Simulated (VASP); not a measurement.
Write the native input for VASP 6.6.1 that does the following.

- Task: single point
- Functional: LDA
- Potentials or basis: VASP PAW LDA potentials, release 64 (Sn_d, O)
- Cutoff: 520 eV
- k mesh: 6 × 6 × 10
- Occupations: gaussian, width 0.05 eV
- Spin: no spin polarisation
- Dipole correction: no
- Further INCAR settings: ALGO = Normal; EDIFF = 1e-06; NBANDS = 35

The structure of SnO2 lies in POSCAR:

```
SnO2
1.0
    4.5342051604      0.0000000000      0.0000000000
    0.0000000000      4.8164484592      0.0000000000
    0.0000000000      0.0000000000      3.2535458382
Sn O
2 4
Direct
    0.5000000000      0.5000000000      0.5000000000
    0.0000000000      0.0000000000      0.0000000000
    0.2999197065      0.3131190100      0.0000000000
    0.7999197065      0.1868809900      0.5000000000
    0.2000802935      0.8131190100      0.5000000000
    0.7000802935      0.6868809900      0.0000000000
```

These files were run (other wordings do the same):

INCAR

```
SYSTEM = SnO2
  PREC = Accurate
  ENCUT = 520
  EDIFF = 1E-6
  ISMEAR = 0
  SIGMA = 0.05
  LREAL = .FALSE.
  LASPH = .TRUE.
  NELM = 60
  ALGO = Normal
  ISIF = 2
  LWAVE = .FALSE.
  LCHARG = .FALSE.
  GGA = CA
  NBANDS = 35
```

KPOINTS

```
Automatic mesh
0
G
  6 6 10
  0 0 0
```

Potentials or basis: VASP PAW LDA potentials, release 64 (Sn_d, O).

Launch:

```sh
$ cat potpaw_LDA.64/Sn_d/POTCAR potpaw_LDA.64/O/POTCAR > POTCAR
$ mpirun -np 1 vasp_std > vasp.out
```

Results of the run:

- Pressure: 0.1 GPa
- Largest force: 0.012 eV/Å
- Band gap on the k mesh: 1.16 eV

Caveat: spin-orbit coupling is left out, which moves the levels of the heavy elements.

Wall time 3.6 min on 1 thread of Intel Xeon 8259CL, with other jobs on the host, peak memory 0.28 GiB.
